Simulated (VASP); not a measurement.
# Pd (Fm-3m) in VASP: further runs

The runs below take Pd through single point, relaxation of cell and atoms, with PBEsol.

All numbers are computed with VASP 6.6.1; they aren't measurements. Logs are shortened: lines on timing, memory, paths and dates and some standing lists are left out, and cuts for length are marked.

## (1) The cell of the first run

Symmetry: Fm-3m, No. 225, cubic system. Conventional cell: a = 3.878 Å, b = 3.878 Å, c = 3.878 Å, α = 90.00°, β = 90.00°, γ = 90.00°. Within 3.6 Å of Pd (site symmetry m-3m) lie 12 Pd at 2.74 Å.

## (2) Single point, PBEsol

File INCAR:

```
SYSTEM = Pd
PREC = Accurate
ENCUT = 520
EDIFF = 1E-6
ISMEAR = -1
SIGMA = 0.1
LREAL = .False.
LASPH = .True.
NELM = 80
ALGO = Normal
ISIF = 2
LWAVE = .False.
LCHARG = .False.
GGA = PS
NBANDS = 11
```

File KPOINTS:

```
regular mesh
0
Gamma
  19 19 19
  0 0 0
```

File POSCAR:

```
Pd
1.0
    0.0000000000      1.9391459737      1.9391459737
    1.9391459737      0.0000000000      1.9391459737
    1.9391459737      1.9391459737      0.0000000000
Pd
1
Direct
    0.0000000000      0.0000000000      0.0000000000
```

Potentials or basis: VASP PAW PBE potentials, release 64 (Pd).

Launch:

```bash
$ cat potpaw_PBE.64/Pd/POTCAR > POTCAR
$ mpirun -np 1 vasp_std > vasp.out
```

OUTCAR:

```text
SYSTEM = Pd
   PREC = Accurate
   ENCUT = 520
   EDIFF = 1E-6
   ISMEAR = -1
   LREAL = .False.
   LASPH = .True.
   NELM = 80
   ISIF = 2
   GGA = PS

 ion  position               nearest neighbor table
   1  0.000  0.000  0.000-

  LATTYP: Found a face centered cubic cell.
 ALAT       =     3.8782919474

  Lattice vectors:

 A1 = (   0.0000000000,   1.9391459737,   1.9391459737)
 A2 = (   1.9391459737,   0.0000000000,   1.9391459737)
 A3 = (   1.9391459737,   1.9391459737,   0.0000000000)

Analysis of symmetry for initial positions (statically):
=====================================================================
 Subroutine PRICEL returns:
 Original cell was already a primitive cell.

 Routine SETGRP: Setting up the symmetry group for a
 face centered cubic supercell.

 Subroutine GETGRP returns: Found 48 space group operations
 (whereof 48 operations were pure point group operations)
 out of a pool of 48 trial point group operations.

The static configuration has the point symmetry O_h .

Analysis of symmetry for dynamics (positions and initial velocities):
=====================================================================
 Subroutine PRICEL returns:
 Original cell was already a primitive cell.

 Routine SETGRP: Setting up the symmetry group for a
 face centered cubic supercell.

 Subroutine GETGRP returns: Found 48 space group operations
 (whereof 48 operations were pure point group operations)
 out of a pool of 48 trial point group operations.

The dynamic configuration has the point symmetry O_h .

 Subroutine INISYM returns: Found 48 space group operations
 (whereof 48 operations are pure point group operations),
 and found     1 'primitive' translations

----------------------------------------------------------------------------------------

                                     Primitive cell

  volume of cell :      14.5835

  direct lattice vectors                    reciprocal lattice vectors
     0.000000000  1.939145974  1.939145974    -0.257845467  0.257845467  0.257845467
     1.939145974  0.000000000  1.939145974     0.257845467 -0.257845467  0.257845467
     1.939145974  1.939145974  0.000000000     0.257845467  0.257845467 -0.257845467

  length of vectors
     2.742366535  2.742366535  2.742366535     0.446601450  0.446601450  0.446601450

  position of ions in fractional coordinates (direct lattice)
     0.000000000  0.000000000  0.000000000

  ion indices of the primitive-cell ions
   primitive index   ion index
                 1           1

----------------------------------------------------------------------------------------

 KPOINTS: regular mesh

Automatic generation of k-mesh.
 Grid dimensions read from file:
 generate k-points for:   19   19   19

 Generating k-lattice:

  Cartesian coordinates                     Fractional coordinates (reciprocal lattice)
    -0.013570814  0.013570814  0.013570814     0.052631579  0.000000000  0.000000000
     0.013570814 -0.013570814  0.013570814     0.000000000  0.052631579  0.000000000
     0.013570814  0.013570814 -0.013570814     0.000000000  0.000000000  0.052631579

  Length of vectors
     0.023505339  0.023505339  0.023505339

  Shift w.r.t. Gamma in fractional coordinates (k-lattice)
     0.000000000  0.000000000  0.000000000

 Subroutine IBZKPT returns following result:
 ===========================================

 Found    220 irreducible k-points:

 Following reciprocal coordinates:
            Coordinates               Weight
  0.000000  0.000000  0.000000      1.000000
  0.052632  0.000000  0.000000      8.000000
  0.105263  0.000000  0.000000      8.000000
  0.157895  0.000000  0.000000      8.000000
  0.210526  0.000000  0.000000      8.000000
  0.263158  0.000000  0.000000      8.000000
[... 16 lines left out ...]
 -0.315789  0.052632  0.000000     24.000000
 -0.263158  0.052632  0.000000     24.000000
 [... further k-points ...]
   k-points           NKPTS =    220   k-points in BZ     NKDIM =    220   number of bands    NBANDS=     11
   number of dos      NEDOS =    301   number of ions     NIONS =      1
   total plane-waves  NPLWV =   8000
   dimension x,y,z NGX =    20 NGY =   20 NGZ =   20
   dimension x,y,z NGXF=    40 NGYF=   40 NGZF=   40
   ions per type =               1
   NGX,Y,Z   is equivalent  to a cutoff of  12.12, 12.12, 12.12 a.u.
   NGXF,Y,Z  is equivalent  to a cutoff of  24.25, 24.25, 24.25 a.u.
 SYSTEM =  Pd
   PREC   = accura    normal or accurate (medium, high low for compatibility)
   ISTART =      0    job   : 0-new  1-cont  2-samecut
   ICHARG =      2    charge: 1-file 2-atom 10-const
   ISPIN  =      1    spin polarized calculation?
   LNONCOLLINEAR =      F non collinear calculations
   LSORBIT =      F    spin-orbit coupling
   LASPH  =      T    aspherical Exc in radial PAW
   ENCUT  =  520.0 eV  38.22 Ry    6.18 a.u.   5.10  5.10  5.10*2*pi/ulx,y,z
   NELM   =     80;   NELMIN=  2; NELMDL= -5     # of ELM steps
   EDIFF  = 0.1E-05   stopping-criterion for ELM
   LREAL  =      F    real-space projection
   EDIFFG = 0.1E-04   stopping-criterion for IOM
   NSW    =      0    number of steps for IOM
   IBRION =     -1    ionic relax: 0-MD 1-quasi-New 2-CG
   NFREE  =      0    steps in history (QN), initial steepest desc. (CG)
   ISIF   =      2    stress and relaxation
   ISYM   =      2    0-nonsym 1-usesym 2-fastsym
   POTIM  = 0.5000    time-step for ionic-motion
   TEBEG  =    0.0;   TEEND  =   0.0 temperature during run
   PSTRESS=    0.0 pullay stress
   NELECT =      10.0000    total number of electrons
   NUPDOWN=      -1.0000    fix difference up-down
   EMIN   =  10.00;   EMAX   =-10.00  energy-range for DOS
   EFERMI =   0.00;   METHOD = LEGACY
   ISMEAR =    -1;   SIGMA  =   0.10  broadening in eV -4-tet -1-fermi 0-gaus
   EFERMI_NEDOS =   21; number of points for ismear=-14 and -15
   IALGO  =     38    algorithm
   IMIX   =      4    mixing-type and parameters
     AMIX     =   0.40;   BMIX     =  1.00
     AMIX_MAG =   1.60;   BMIX_MAG =  1.00
  volume/ion in A,a.u.               =      14.58        98.41
  Fermi-wavevector in a.u.,A,eV,Ry     =   1.443625  2.728055 28.355256  2.084053
  Thomas-Fermi vector in A             =   2.562011
   LORBIT       =      0    0 simple, 1 ext, 2 COOP (PROOUT), +10 PAW based schemes
   GGA     = PS    functional components
   LHFCALC =     F    Hartree Fock is set to
   AEXX    =    0.0000 exact exchange contribution
   IVDW    =     0    specifies the selected vdW correction
   LEPSILON=     F    determine dielectric tensor
   LRPA    =     F    only Hartree local field effects (RPA)
 non-spin polarized calculation
  energy-cutoff  :      520.00
  volume of cell :       14.58
 maximum number of plane-waves:       400
   NGX = 11   NGY = 11   NGZ = 11

 number of electron      10.0000001 magnetization

 Free energy of the ion-electron system (eV)
  ---------------------------------------------------
  ext. energy  EPLUGINS =         0.00000000
  ---------------------------------------------------
  free energy    TOTEN  =        -5.99391305 eV

  energy without entropy =       -5.92953742  energy(sigma->0) =       -5.96172524

 E-fermi :   9.8491     XC(G=0): -13.4509

 val. band max:        9.8486593692   @ k =   0.4737   0.1579   0.0000
 cond. band min:       9.8498435862   @ k =  -0.3684   0.4211   0.0526
 fundamental gap:      0.0011842170
 Fermi energy:         9.8490701749

 k-point     1 :       0.0000    0.0000    0.0000
  band No.  band energies     occupation
      1       2.4848      2.00000
      2       6.9101      2.00000
      3       6.9101      2.00000
      4       6.9101      2.00000
      5       8.5701      1.99999
      6       8.5701      1.99999
      7      26.9470      0.00000
      8      31.7790      0.00000
      9      31.7790      0.00000
     10      31.7790      0.00000
     11      35.8731      0.00000

 k-point     2 :       0.0526    0.0000    0.0000
  band No.  band energies     occupation
      1       2.5869      2.00000
      2       6.8725      2.00000
      3       6.9462      2.00000
      4       6.9462      2.00000
      5       8.5522      2.00000
      6       8.5522      2.00000
      7      27.0600      0.00000
      8      31.0860      0.00000
      9      31.8988      0.00000
     10      31.8988      0.00000
     11      35.9179      0.00000

 k-point     3 :       0.1053    0.0000    0.0000
  band No.  band energies     occupation
      1       2.8833      2.00000
      2       6.7765      2.00000
      3       7.0422      2.00000
      4       7.0422      2.00000
      5       8.5129      2.00000
      6       8.5129      2.00000
      7      27.3286      0.00000
      8      29.6457      0.00000
      9      32.2418      0.00000
     10      32.2418      0.00000
     11      35.9500      0.00000

 k-point     4 :       0.1579    0.0000    0.0000
  band No.  band energies     occupation
      1       3.3373      2.00000
      2       6.6757      2.00000
      3       7.1566      2.00000
      4       7.1566      2.00000
      5       8.4973      2.00000
      6       8.4973      2.00000
      7      27.2526      0.00000
      8      28.3597      0.00000
      9      32.7515      0.00000
     10      32.7515      0.00000
     11      36.0796      0.00000
[... 239 lines left out ...]
 k-point    22 :      -0.3684    0.0526    0.0000
  band No.  band energies     occupation
      1       4.5327      2.00000
      2       6.9351      2.00000
      3       7.0147      2.00000
      4       8.5681      1.99999
      5       9.3293      1.98901
      6      10.1544      0.09016
      7      19.5071      0.00000
      8      26.8192      0.00000
      9      30.7202      0.00000
     10      32.2710      0.00000
     11      35.9173      0.00000

 k-point    23 :      -0.3158    0.0526    0.0000
  band No.  band energies     occupation
      1       4.5592      2.00000
      2       7.0395      2.00000
      3       7.1158      2.00000
      4       7.7557      2.00000
      5       8.9898      1.99963
      6       9.6243      1.80887
      7      21.3532      0.00000
      8      27.2754      0.00000
      9      31.2688      0.00000
     10      33.5059      0.00000
     11      35.6395      0.00000

 k-point    24 :      -0.2632    0.0526    0.0000
  band No.  band energies     occupation
      1       4.4545      2.00000
      2       6.9661      2.00000
      3       7.2126      2.00000
      4       7.2212      2.00000
      5       8.6556      1.99999
      6       9.2130      1.99655
      7      23.2995      0.00000
      8      27.7657      0.00000
      9      31.8731      0.00000
     10      34.8059      0.00000
     11      34.8935      0.00000

 [... further k-points ...]

------------------------ aborting loop because EDIFF is reached ----------------------------------------

  FORCE on cell =-STRESS in cart. coord.  units (eV):
  Direction    XX          YY          ZZ          XY          YZ          ZX
  --------------------------------------------------------------------------------------
  -------------------------------------------------------------------------------------
  Total       -0.0306193     -0.0306193     -0.0306193      0.0000000     -0.0000000      0.0000000
  in kB       -3.3639067     -3.3639067     -3.3639067      0.0000000     -0.0000000      0.0000000
  external PRESSURE =      -3.3639067 kB  Pullay stress =       0.0000000 kB

 VOLUME and BASIS-vectors are now :
 -----------------------------------------------------------------------------
  energy-cutoff  :      520.00
  volume of cell :       14.58
      direct lattice vectors                 reciprocal lattice vectors
     0.000000000  1.939145974  1.939145974    -0.257845467  0.257845467  0.257845467
     1.939145974  0.000000000  1.939145974     0.257845467 -0.257845467  0.257845467
     1.939145974  1.939145974  0.000000000     0.257845467  0.257845467 -0.257845467

 POSITION                                       TOTAL-FORCE (eV/Angst)
 -----------------------------------------------------------------------------------
      0.00000      0.00000      0.00000        -0.000000      0.000000     -0.000000
 -----------------------------------------------------------------------------------
    total drift:                               -0.000000     -0.000000     -0.000000

  FREE ENERGIE OF THE ION-ELECTRON SYSTEM (eV)
  ---------------------------------------------------
  free  energy   TOTEN  =        -5.9939130498 eV

  energy  without entropy=       -5.9295374236  energy(sigma->0) =       -5.96172524
```

It took 50 s on 1 thread of AMD EPYC 7R13, shared host; peak memory 0.12 GiB.

Results:

```yaml
Free_energy: -5.9939 eV
Pressure: -0.3 GPa
Band_gap_on_the_k_mesh: zero (bands 5 and 6 overlap by 1.60 eV)
```

Caveat: the PAW data sets were made with another functional, which shifts forces and pressure a little.

## (3) Relaxation of cell and atoms, PBEsol

This run uses another cell than the first one, of 14.75 Å³/atom.

File INCAR:

```
PREC = Accurate
ENCUT = 600
EDIFF = 1E-7
ISMEAR = -1
SIGMA = 0.1
LREAL = False
LASPH = True
NELM = 80
ALGO = Normal
ISIF = 3
LWAVE = False
LCHARG = False
GGA = PS
IBRION = 2
NSW = 50
EDIFFG = -0.03
```

File KPOINTS:

```
regular mesh
0
Gamma
  19 19 19
```

File POSCAR:

```
Pd
1.0
    0.0000000000      1.9465000000      1.9465000000
    1.9465000000      0.0000000000      1.9465000000
    1.9465000000      1.9465000000      0.0000000000
Pd
1
Direct
    0.0000000000      0.0000000000      0.0000000000
```

Potentials or basis: VASP PAW PBE potentials, release 64 (Pd).

Launch:

```bash
$ cat potpaw_PBE.64/Pd/POTCAR > POTCAR
$ mpirun -np 1 vasp_std > vasp.out
```

It took 2.2 min on 1 thread of AMD EPYC 7R13, shared host; peak memory 0.15 GiB.

The run converged. Its results:

| Property | Result |
| --- | --- |
| Free energy | -5.9944 eV |
| Relaxed volume | 14.56 Å³/atom |
| Relaxed cell | a = 2.741 Å, b = 2.741 Å, c = 2.741 Å, α = 60.00°, β = 60.00°, γ = 60.00° |
| Space group after relaxing (to 0.1 Å) | Fm-3m (No. 225) |
| Energy gained by relaxing | 1.6 meV/atom |
| Ionic steps | 3 |
| Pressure after relaxing | 0.0 GPa |
| Band gap on the k mesh | zero (bands 5 and 6 overlap by 1.61 eV) |

Step by step:
```
step  energy change (eV)  largest force (eV/Å)  pressure (GPa)  volume (Å³)
   1              0.0000                0.0000           -2.59        14.75
   2              0.0028                0.0000            4.64        14.25
   3             -0.0016                0.0000           -0.01        14.56
```

Final structure:
```
Pd
1.0
     0.00000    1.93797    1.93797
     1.93797    0.00000    1.93797
     1.93797    1.93797    0.00000
Pd
1
Direct
  0.00000 0.00000 0.00000
```

Levels at points of the mesh, in eV from the Fermi level:
| k point | band 1 | band 2 | band 3 | band 4 | band 5 | band 6 | band 7 | band 8 | band 9 |
| --- | --- | --- | --- | --- | --- | --- | --- | --- | --- |
| (0.00, 0.00, 0.00) | -7.38 | -2.95 | -2.95 | -2.95 | -1.28 | -1.28 | 17.10 | 21.94 | 21.94 |

Caveat: the PAW data sets were made with another functional, which shifts forces and pressure a little.
